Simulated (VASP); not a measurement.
Crystal: NbSi2.

```
Nb Si
1.0
     4.81900    0.00000    0.00000
    -2.40950    4.17338    0.00000
     0.00000    0.00000    6.59200
Nb Si
3 6
Direct
  0.50000 0.00000 0.50000
  0.50000 0.50000 0.83333
  0.00000 0.50000 0.16667
  0.15990 0.31980 0.50000
  0.84010 0.15990 0.83333
  0.68020 0.84010 0.16667
  0.84010 0.68020 0.50000
  0.15990 0.84010 0.83333
  0.31980 0.15990 0.16667
```

```yaml
Program: VASP 6.6.1
Task: relaxation of cell and atoms
Functional: LDA
Potentials_or_basis: VASP PAW LDA potentials, release 64 (Nb_sv, Si)
Cutoff: 600 eV
k_mesh: 8 × 8 × 5
Occupations: fermi-dirac, width 0.1 eV
Spin: no spin polarisation
```

At the start: pressure -6.8 GPa; volume 14.73 Å³/atom.

**Question.** Where does the relaxation end?

**Answer.** Over 6 steps the energy falls by 12.8 meV/atom and the volume is 14.16 Å³/atom (-3.9 %); space group P6_222 (No. 180, to 0.1 Å) before and after.

The path:
| step | energy change (eV) | largest force (eV/Å) | pressure (GPa) | volume (Å³) |
| --- | --- | --- | --- | --- |
| 1 | 0.0000 | 0.0220 | -6.84 | 132.58 |
| 2 | 0.1139 | 0.0044 | 11.58 | 120.88 |
| 3 | -0.1125 | 0.0159 | -0.04 | 127.57 |
| 4 | -0.1125 | 0.0157 | 0.11 | 127.47 |
| 5 | -0.1147 | 0.0119 | 0.04 | 127.41 |
| 6 | -0.1150 | 0.0044 | 0.06 | 127.43 |

Final structure:
```cif
data_structure
_symmetry_space_group_name_H-M 'P 1'
_symmetry_Int_Tables_number 1
_cell_length_a 4.7444
_cell_length_b 4.7444
_cell_length_c 6.5369
_cell_angle_alpha 90.000
_cell_angle_beta 90.000
_cell_angle_gamma 120.000
_cell_volume 127.43
loop_
_atom_site_label
_atom_site_type_symbol
_atom_site_fract_x
_atom_site_fract_y
_atom_site_fract_z
_atom_site_occupancy
Nb1 Nb 0.50000 0.00000 0.50000 1
Nb2 Nb 0.50000 0.50000 0.83333 1
Nb3 Nb 0.00000 0.50000 0.16667 1
Si1 Si 0.15979 0.31957 0.50000 1
Si2 Si 0.84021 0.15979 0.83333 1
Si3 Si 0.68043 0.84021 0.16667 1
Si4 Si 0.84021 0.68043 0.50000 1
Si5 Si 0.15979 0.84021 0.83333 1
Si6 Si 0.31957 0.15979 0.16667 1
```
